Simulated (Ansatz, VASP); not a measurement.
## BaTiO3: VASP beside Ansatz

File POSCAR:

```
BaTiO3
1.0
    3.9900000000      0.0000000000      0.0000000000
    0.0000000000      2.8345000000      2.8410000000
    0.0000000000     -2.8345000000      2.8410000000
Ba Ti O
1 1 3
Direct
    0.0000000000      0.0000000000      0.0000000000
    0.5000000000      0.5100000000      0.5100000000
    0.0000000000      0.4900000000      0.4900000000
    0.5000000000      0.4900000000      0.9840000000
    0.5000000000      0.9840000000      0.4900000000
```

Contents of INCAR.step1:

```
  PREC = Accurate
  ENCUT = 520
  ISMEAR = -1
  SIGMA = 0.05
  LREAL = False
  LASPH = True
  NELM = 150
  ISPIN = 2
  MAGMOM = 0 1 0 0 0
  LMAXMIX = 4
  NBANDS = 32
  GGA = PE
  ALGO = Normal
  EDIFF = 1E-4
  LWAVE = True
  LCHARG = False
```

The input INCAR.step2:

```
  PREC = Accurate
  ENCUT = 520
  EDIFF = 1E-6
  ISMEAR = -1
  SIGMA = 0.05
  LREAL = False
  LASPH = True
  NELM = 150
  ALGO = Normal
  ISIF = 2
  LWAVE = False
  LCHARG = False
  ISPIN = 2
  MAGMOM = 0 1 0 0 0
  LORBIT = 11
  LMAXMIX = 4
  METAGGA = R2SCAN
  LMIXTAU = True
  NBANDS = 32
  ISTART = 1
```

The input KPOINTS:

```
Automatic mesh
0
Gamma
  5 5 5
```

Input for Ansatz:

```yaml
crystal:
  lattice:
    - [3.99, 0.0, 0.0]
    - [0.0, 2.8345, 2.841]
    - [0.0, -2.8345, 2.841]
  atoms:
    - { symbol: Ba, position: [0.0, 0.0, 0.0] }
    - { symbol: Ti, position: [0.5, 0.51, 0.51], spin: 1.0 }
    - { symbol: O, position: [0.0, 0.49, 0.49] }
    - { symbol: O, position: [0.5, 0.49, 0.984] }
    - { symbol: O, position: [0.5, 0.984, 0.49] }
magnetization:
  spin_polarized: true
hamiltonian:
  xc: r2scan
  pseudopotentials: { kind: paw }
basis:
  ecutwfc: 500
kpoints:
  mp_grid: { grid: [5, 5, 5] }
scf:
  occupations: { method: fermi_dirac, width: 0.05 }
  lower_state_search: "off"
  max_iter: 100
output:
  forces: true
  stress: true
```

Alike in both runs: task single point; functional r2SCAN; k mesh 5 × 5 × 5; occupations fermi-dirac, width 0.05 eV; collinear spin.

|  | VASP | Ansatz |
| --- | --- | --- |
| version | VASP 6.6.1 | Ansatz 0.2.0 |
| potentials or method | VASP PAW PBE potentials, release 64 (Ba_sv, Ti_sv, O), cutoff 520 eV | PAW, plane waves, scalar-relativistic |
| valence electrons in the cell | 40 | 40 |

Ansatz gave:

```
pressure (GPa)                                                : -0.2
traceless stress, the component that is largest in VASP (GPa) : -0.19
rms of the force components (eV/Å)                            : 0.098
net moment per atom (μB)                                      : 0.00
```

Problem. Which values does VASP return?

Solution. Pressure (GPa): 1.8; traceless stress, the component that is largest in VASP (GPa): -0.22; rms of the force components (eV/Å): 0.057; net moment per atom (μB): 0.00.

VASP's potentials were made for PBE, not for r2SCAN. Atom by atom the forces differ by 0.042 eV/Å (rms over components). Ansatz's warnings: seeded moment not kept, stability check not made.

Neither program's run includes spin-orbit coupling.
